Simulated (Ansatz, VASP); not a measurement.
# SnO: VASP beside Ansatz

```xyz
8
Lattice="3.8202 0.0003 0.0000 -0.0003 3.8202 0.0000 0.0000 0.0000 22.2261" Properties=species:S:1:pos:R:3 pbc="T T T"
Sn    3.8196    3.8202    4.5000
Sn    1.9097    1.9100    6.8630
Sn    1.9097    1.9100   11.2630
Sn    3.8196    3.8202   13.6261
O     3.8198    1.9102    5.6815
O     1.9096    3.8201    5.6815
O     1.9095    3.8201   12.4446
O     3.8198    1.9102   12.4446
```

Alike in both runs: task single point; functional PBE; dispersion D3(BJ); k mesh 7 × 7 × 1; occupations gaussian, width 0.05 eV; no spin polarisation.

|  | VASP | Ansatz |
| --- | --- | --- |
| version | VASP 6.6.1 | Ansatz 0.2.0 |
| potentials or method | VASP PAW PBE potentials, release 64 (Sn_d, O), cutoff 520 eV | scalar-relativistic, plane waves, PAW |
| valence electrons in the cell | 80 | 80 |

Ansatz gave:

| Item | Value |
| --- | --- |
| gap on the k mesh at the Fermi level (eV) | 2.56 |
| least direct gap on the mesh (eV) | 2.63 |
| rms of the force components (eV/Å) | 0.008 |

Task: Estimate VASP's values.

Result: gap on the k mesh at the Fermi level (eV): 2.55; least direct gap on the mesh (eV): 2.59; rms of the force components (eV/Å): 0.033.

Ansatz's warnings: structure snapped to symmetry.
